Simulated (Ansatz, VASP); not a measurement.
# One calculation of Re, two programs

```
Re
1.0
     2.75209    0.00000    0.00000
    -1.37604    2.38338    0.00000
     0.00000    0.00000    8.87128
Re
4
Direct
  0.00000 0.00000 0.00000
  0.33333 0.66667 0.25000
  0.00000 0.00000 0.50000
  0.66667 0.33333 0.75000
```

Alike in both runs: functional PBEsol; k mesh 18 × 18 × 5; occupations gaussian, width 0.1 eV; no spin polarisation.

Ansatz relaxed the structure, and its values are those at the end. VASP's run is a single point on that final structure, the one shown.

|  | VASP | Ansatz |
| --- | --- | --- |
| version | VASP 6.6.1 | Ansatz 0.2.0 |
| potentials or method | VASP PAW PBE potentials, release 64 (Re), cutoff 520 eV | scalar-relativistic, plane waves, PAW |
| valence electrons in the cell | 28 | 60 |

|  | VASP | Ansatz | Ansatz less VASP |
| --- | --- | --- | --- |
| gap on the k mesh at the Fermi level (eV) | none | none | - |
| pressure (GPa) | 0.0 | 0.0 | -0.02 |

VASP's potentials were made for PBE, not for PBEsol. A gap of «none» marks a metal or a gap that the smearing closes. VASP's potentials hold 28 valence electrons a cell and Ansatz's 60, so a difference there can come from the potentials and not from the codes.

Neither program's run includes spin-orbit coupling.
